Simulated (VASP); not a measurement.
WS2: single point with LDA

The system is WS2.

```
W S
1.0
     3.18000    0.00000    0.00000
    -1.59000    2.75396    0.00000
     0.00000    0.00000   12.50000
W S
2 4
Direct
  0.33333 0.66667 0.25000
  0.66667 0.33333 0.75000
  0.33333 0.66667 0.62644
  0.66667 0.33333 0.12644
  0.33333 0.66667 0.87356
  0.66667 0.33333 0.37356
```

```json
{"Program": "VASP 6.6.1", "Task": "single point", "Functional": "LDA", "Potentials or basis": "VASP PAW LDA potentials, release 64 (W_sv, S)", "Cutoff": "520 eV", "k mesh": "10 × 10 × 3", "Occupations": "gaussian, width 0.01 eV", "Spin": "no spin polarisation", "Dipole correction": "no", "Further INCAR settings": "ALGO = Normal; EDIFF = 1e-07; NBANDS = 35"}
```

The pressure is -3.4 GPa. The largest force is 0.048 eV/Å and the band gap on the k mesh is 1.06 eV, indirect (least direct gap 2.06 eV).

Forces on the atoms (eV/Å):
```
W    0.000  0.000  0.000
W    0.000  0.000  0.000
S    0.000  0.000 -0.048
S    0.000  0.000 -0.048
S    0.000  0.000  0.048
S    0.000  0.000  0.048
```

Stress tensor (GPa, compression positive):
```
-4.73  0.00  0.00
 0.00 -4.73  0.00
 0.00  0.00 -0.79
```

Levels at points of the mesh, in eV from the valence-band top:
| k point | band 23 | band 24 | band 25 | band 26 | band 27 | band 28 | band 29 | band 30 |
| --- | --- | --- | --- | --- | --- | --- | --- | --- |
| (0.00, 0.00, 0.00) | -2.39 | -1.56 | -1.13 | 0.00 | 2.19 | 2.19 | 2.19 | 2.19 |
| (0.50, 0.00, 0.00) | -2.07 | -1.92 | -1.70 | -1.55 | 2.08 | 2.12 | 2.47 | 2.68 |

Run time: 67 s on 1 thread of Intel(R) Xeon(R) Platinum 8375C CPU @ 2.90GHz (Ice Lake), with other jobs on the host, peak memory 0.24 GiB.

Caveat: spin-orbit coupling is left out, which moves the levels of the heavy elements. A k mesh can miss the band edges.
